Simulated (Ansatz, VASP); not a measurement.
## Two plane-wave programs on FeSi

```
CELL_PARAMETERS angstrom
4.37857 0.00000 0.00000
0.00000 4.37857 0.00000
0.00000 0.00000 4.37857
ATOMIC_POSITIONS crystal
Fe 0.13731 0.13731 0.13731
Fe 0.36269 0.86269 0.63731
Fe 0.63731 0.36269 0.86269
Fe 0.86269 0.63731 0.36269
Si 0.84148 0.84148 0.84148
Si 0.65852 0.15852 0.34148
Si 0.34148 0.65852 0.15852
Si 0.15852 0.34148 0.65852
```

Alike in both runs: functional r2SCAN; k mesh 8 × 8 × 8; occupations gaussian, width 0.05 eV; no spin polarisation.

Ansatz relaxed the structure, and its values are those at the end. VASP's run is a single point on that final structure, the one shown.

```csv
,VASP,Ansatz
version,VASP 6.6.1,Ansatz 0.2.0
potentials or method,"VASP PAW PBE potentials, release 64 (Fe, Si), cutoff 520 eV","scalar-relativistic, plane waves, PAW"
valence electrons in the cell,48,80
```

VASP gave:

- gap on the k mesh at the Fermi level (eV): 0.32
- least direct gap on the mesh (eV): 0.33
- pressure (GPa): 4.7
- rms of the force components (eV/Å): 0.017

**Question.** What did Ansatz give for the same quantities?

**Answer.** gap on the k mesh at the Fermi level (eV): 0.33; least direct gap on the mesh (eV): 0.34; pressure (GPa): 4.2; rms of the force components (eV/Å): 0.002.

VASP's potentials were made for PBE, not for r2SCAN. With one functional, cell and mesh, what is left measures potentials, basis and numerics. VASP's potentials hold 48 valence electrons a cell and Ansatz's 80, so a difference there can come from the potentials and not from the codes. Ansatz's warnings: stress scf threshold loose.
